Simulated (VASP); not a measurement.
# Ca (Fm-3m) in VASP: notebook, part 2 of 2

VASP 6.6.1.

### Step 4. Single point, PBE (strain +0.015 along x and y, +0.015 along z)

File INCAR:

```
PREC = Accurate ; ENCUT = 520
EDIFF = 1E-6 ; ISMEAR = 0
SIGMA = 0.15 ; LREAL = F
LASPH = T ; NELM = 60
ALGO = Normal ; ISIF = 2
LWAVE = F ; LCHARG = F
GGA = PE ; NBANDS = 11
```

File KPOINTS:

```
regular mesh
0
Gamma
  14 14 14
```

File POSCAR:

```
Ca
1.0
    0.0000000000      2.8361130000      2.8361130000
    2.8361130000      0.0000000000      2.8361130000
    2.8361130000      2.8361130000      0.0000000000
Ca
1
Direct
    0.0000000000      0.0000000000      0.0000000000
```

Potentials or basis: VASP PAW PBE potentials, release 64 (Ca_sv).

Started as:

```
cat potpaw_PBE.64/Ca_sv/POTCAR > POTCAR
mpirun -np 1 vasp_std > vasp.out
```

OUTCAR:

```text
PREC = Accurate
   ENCUT = 520
   EDIFF = 1E-6
   ISMEAR = 0
   LREAL = F
   LASPH = T
   NELM = 60
   ISIF = 2
   GGA = PE

 ion  position               nearest neighbor table
   1  0.000  0.000  0.000-

  LATTYP: Found a face centered cubic cell.
 ALAT       =     5.6722260000

  Lattice vectors:

 A1 = (   0.0000000000,   2.8361130000,   2.8361130000)
 A2 = (   2.8361130000,   0.0000000000,   2.8361130000)
 A3 = (   2.8361130000,   2.8361130000,   0.0000000000)

Analysis of symmetry for initial positions (statically):
=====================================================================
 Subroutine PRICEL returns:
 Original cell was already a primitive cell.

 Routine SETGRP: Setting up the symmetry group for a
 face centered cubic supercell.

 Subroutine GETGRP returns: Found 48 space group operations
 (whereof 48 operations were pure point group operations)
 out of a pool of 48 trial point group operations.

The static configuration has the point symmetry O_h .

Analysis of symmetry for dynamics (positions and initial velocities):
[... 165 lines left out ...]
 k-point     1 :       0.0000    0.0000    0.0000
  band No.  band energies     occupation
      1     -40.5393      2.00000
      2     -21.4640      2.00000
      3     -21.4640      2.00000
      4     -21.4640      2.00000
      5      -2.2253      2.00000
      6       3.8907      0.00000
      7       3.8907      0.00000
      8       3.8907      0.00000
      9       4.8650      0.00000
     10       4.8650      0.00000
     11      10.4461      0.00000
[... 309 lines left out ...]
 k-point    24 :       0.2857    0.1429    0.0000
  band No.  band energies     occupation
      1     -40.5337      2.00000
      2     -21.5151      2.00000
      3     -21.4784      2.00000
      4     -21.4772      2.00000
      5      -1.0803      2.00000
      6       3.0020      0.00000
      7       3.8657      0.00000
      8       4.1742      0.00000
      9       4.5703      0.00000
     10       5.1382      0.00000
     11       8.8409      0.00000

 [... further k-points ...]

------------------------ aborting loop because EDIFF is reached ----------------------------------------

  FORCE on cell =-STRESS in cart. coord.  units (eV):
  Direction    XX          YY          ZZ          XY          YZ          ZX
  --------------------------------------------------------------------------------------
  -------------------------------------------------------------------------------------
  Total       -0.3410249     -0.3410249     -0.3410249      0.0000000      0.0000000     -0.0000000
  in kB      -11.9755659    -11.9755659    -11.9755659      0.0000000      0.0000000     -0.0000000
  external PRESSURE =     -11.9755659 kB  Pullay stress =       0.0000000 kB

 VOLUME and BASIS-vectors are now :
 -----------------------------------------------------------------------------
  energy-cutoff  :      520.00
  volume of cell :       45.62
      direct lattice vectors                 reciprocal lattice vectors
     0.000000000  2.836113000  2.836113000    -0.176297630  0.176297630  0.176297630
     2.836113000  0.000000000  2.836113000     0.176297630 -0.176297630  0.176297630
     2.836113000  2.836113000  0.000000000     0.176297630  0.176297630 -0.176297630

 POSITION                                       TOTAL-FORCE (eV/Angst)
 -----------------------------------------------------------------------------------
      0.00000      0.00000      0.00000        -0.000000      0.000000     -0.000000
 -----------------------------------------------------------------------------------
    total drift:                               -0.000000     -0.000000      0.000000

  FREE ENERGIE OF THE ION-ELECTRON SYSTEM (eV)
  ---------------------------------------------------
  free  energy   TOTEN  =        -1.9247075019 eV

  energy  without entropy=       -1.9099538984  energy(sigma->0) =       -1.91733070
```

Run time: 34 s. Hardware: 1 thread of Intel Xeon Platinum 8488C (Sapphire Rapids), shared host; peak memory 0.19 GiB.

What came out:

```
Free energy            : -1.9247 eV
Pressure               : -1.2 GPa
Band gap on the k mesh : zero (band 5 reaches 1.86 eV, above the bottom of band 6 at 1.45 eV)
```

Caveat: the cell differs from its parent crystal (strain +0.015 along x and y, +0.015 along z).

### Step 5. Single point, PBE (strain +0.030 along x and y, +0.030 along z)

File INCAR:

```
ALGO = Normal ; EDIFF = 1E-6
ENCUT = 520 ; GGA = PE
ISIF = 2 ; ISMEAR = 0
LASPH = T ; LCHARG = F
LREAL = F ; LWAVE = F
NBANDS = 11 ; NELM = 100
PREC = Accurate ; SIGMA = 0.15
```

File KPOINTS:

```
k-points
0
Gamma
  14 14 14
```

File POSCAR:

```
Ca
1.0
    0.0000000000      2.8780260000      2.8780260000
    2.8780260000      0.0000000000      2.8780260000
    2.8780260000      2.8780260000      0.0000000000
Ca
1
Direct
    0.0000000000      0.0000000000      0.0000000000
```

Potentials or basis: VASP PAW PBE potentials, release 64 (Ca_sv).

Started as:

```
cat potpaw_PBE.64/Ca_sv/POTCAR > POTCAR
mpirun -np 1 vasp_std > vasp.out
```

OUTCAR:

```text
EDIFF = 1E-6
   ENCUT = 520
   GGA = PE
   ISIF = 2
   ISMEAR = 0
   LASPH = T
   LREAL = F
   NELM = 100
   PREC = Accurate

 ion  position               nearest neighbor table
   1  0.000  0.000  0.000-

  LATTYP: Found a face centered cubic cell.
 ALAT       =     5.7560520000

  Lattice vectors:

 A1 = (   0.0000000000,   2.8780260000,   2.8780260000)
 A2 = (   2.8780260000,   0.0000000000,   2.8780260000)
 A3 = (   2.8780260000,   2.8780260000,   0.0000000000)

Analysis of symmetry for initial positions (statically):
=====================================================================
 Subroutine PRICEL returns:
 Original cell was already a primitive cell.

 Routine SETGRP: Setting up the symmetry group for a
 face centered cubic supercell.

 Subroutine GETGRP returns: Found 48 space group operations
 (whereof 48 operations were pure point group operations)
 out of a pool of 48 trial point group operations.

The static configuration has the point symmetry O_h .

Analysis of symmetry for dynamics (positions and initial velocities):
=====================================================================
 Subroutine PRICEL returns:
[... 167 lines left out ...]
      4     -21.7313      2.00000
      5      -2.3062      2.00000
      6       3.6686      0.00000
      7       3.6686      0.00000
      8       3.6686      0.00000
      9       4.5920      0.00000
     10       4.5920      0.00000
     11      10.1035      0.00000
[... 309 lines left out ...]
 k-point    24 :       0.2857    0.1429    0.0000
  band No.  band energies     occupation
      1     -40.7993      2.00000
      2     -21.7745      2.00000
      3     -21.7436      2.00000
      4     -21.7427      2.00000
      5      -1.1982      2.00000
      6       2.8200      0.00000
      7       3.6474      0.00000
      8       3.9370      0.00000
      9       4.3134      0.00000
     10       4.8509      0.00000
     11       8.3922      0.00000

 [... further k-points ...]

------------------------ aborting loop because EDIFF is reached ----------------------------------------

  FORCE on cell =-STRESS in cart. coord.  units (eV):
  Direction    XX          YY          ZZ          XY          YZ          ZX
  --------------------------------------------------------------------------------------
  -------------------------------------------------------------------------------------
  Total       -0.5102762     -0.5102762     -0.5102762      0.0000000      0.0000000      0.0000000
  in kB      -17.1475381    -17.1475381    -17.1475381      0.0000000      0.0000000      0.0000000
  external PRESSURE =     -17.1475381 kB  Pullay stress =       0.0000000 kB

 VOLUME and BASIS-vectors are now :
 -----------------------------------------------------------------------------
  energy-cutoff  :      520.00
  volume of cell :       47.68
      direct lattice vectors                 reciprocal lattice vectors
     0.000000000  2.878026000  2.878026000    -0.173730189  0.173730189  0.173730189
     2.878026000  0.000000000  2.878026000     0.173730189 -0.173730189  0.173730189
     2.878026000  2.878026000  0.000000000     0.173730189  0.173730189 -0.173730189

 POSITION                                       TOTAL-FORCE (eV/Angst)
 -----------------------------------------------------------------------------------
      0.00000      0.00000      0.00000        -0.000000     -0.000000      0.000000
 -----------------------------------------------------------------------------------
    total drift:                               -0.000000     -0.000000      0.000000

  FREE ENERGIE OF THE ION-ELECTRON SYSTEM (eV)
  ---------------------------------------------------
  free  energy   TOTEN  =        -1.9062667860 eV

  energy  without entropy=       -1.8915443934  energy(sigma->0) =       -1.89890559
```

Run time: 36 s. Hardware: 1 thread of Intel Xeon Platinum 8488C (Sapphire Rapids), shared host; peak memory 0.19 GiB.

What came out:

```
Free energy            : -1.9063 eV
Pressure               : -1.7 GPa
Band gap on the k mesh : zero (band 5 reaches 1.72 eV, above the bottom of band 6 at 1.27 eV)
```

Caveat: the cell differs from its parent crystal (strain +0.030 along x and y, +0.030 along z).

### Step 6. Summary

| cell | gap on the mesh (eV) | pressure (GPa) |
| --- | --- | --- |
| a = 3.833 Å, angles 60.0°, 1 atom | none | 1.1 |
| a = 3.892 Å, angles 60.0°, 1 atom | none | 0.2 |
| a = 4.011 Å, angles 60.0°, 1 atom | none | -1.2 |
| a = 4.070 Å, angles 60.0°, 1 atom | none | -1.7 |

Alike in all rows: task single point; level PBE; potentials or basis VASP PAW PBE potentials, release 64 (Ca_sv); no spin polarisation; k mesh 14 × 14 × 14; cutoff (eV) 520; smearing gaussian 0.15 eV.

Total energies depend on the potentials used, so only differences within one code and one set of settings carry meaning.
